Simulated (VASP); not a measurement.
The system is C.

```xyz
8
Lattice="2.5221 0.0000 0.0000 -1.2610 2.1842 0.0000 0.0000 0.0000 8.2371" Properties=species:S:1:pos:R:3 pbc="T T T"
C     0.0000    0.0000    0.7722
C     0.0000    0.0000    4.8908
C     0.0000    0.0000    3.3463
C     0.0000    0.0000    7.4649
C     0.0000    1.4561    1.2870
C     1.2610    0.7281    5.4056
C     0.0000    1.4561    2.8315
C     1.2610    0.7281    6.9501
```

| Quantity | Value |
| --- | --- |
| Program | VASP 6.6.1 |
| Task | relaxation of cell and atoms |
| Functional | r2SCAN |
| Potentials or basis | VASP PAW PBE potentials, release 64 (C) |
| Cutoff | 600 eV |
| k mesh | 12 × 12 × 4 |
| Occupations | gaussian, width 0.02 eV |
| Spin | no spin polarisation |

At the start: pressure -1.6 GPa; volume 5.67 Å³/atom.

**Question.** How do energy, volume and symmetry change on relaxing?

**Answer.** Over 8 steps the energy falls by 2.8 meV/atom and the volume is 5.65 Å³/atom (-0.4 %); space group P6_3/mmc (No. 194, to 0.1 Å) before and after.

The path:
| step | energy change (eV) | largest force (eV/Å) | pressure (GPa) | volume (Å³) |
| --- | --- | --- | --- | --- |
| 1 | 0.0000 | 0.3604 | -1.60 | 45.38 |
| 2 | 0.0189 | 0.5774 | 2.38 | 45.00 |
| 3 | -0.0219 | 0.0390 | -0.15 | 45.22 |
| 4 | -0.0219 | 0.0304 | -0.18 | 45.22 |
| 5 | -0.0219 | 0.0496 | 0.15 | 45.19 |
| 6 | -0.0221 | 0.0104 | -0.01 | 45.21 |
| 7 | -0.0221 | 0.0156 | 0.01 | 45.20 |
| 8 | -0.0221 | 0.0028 | 0.00 | 45.20 |

Final structure:
```
CELL_PARAMETERS angstrom
2.51047 0.00000 0.00000
-1.25524 2.17414 0.00000
0.00000 0.00000 8.28213
ATOMIC_POSITIONS crystal
C 0.00000 0.00000 0.09294
C 0.00000 0.00000 0.59294
C 0.00000 0.00000 0.40706
C 0.00000 0.00000 0.90706
C 0.33333 0.66667 0.15552
C 0.66667 0.33333 0.65552
C 0.33333 0.66667 0.34448
C 0.66667 0.33333 0.84448
```

Caveat: the PAW data sets were made with another functional, which shifts forces and pressure a little.
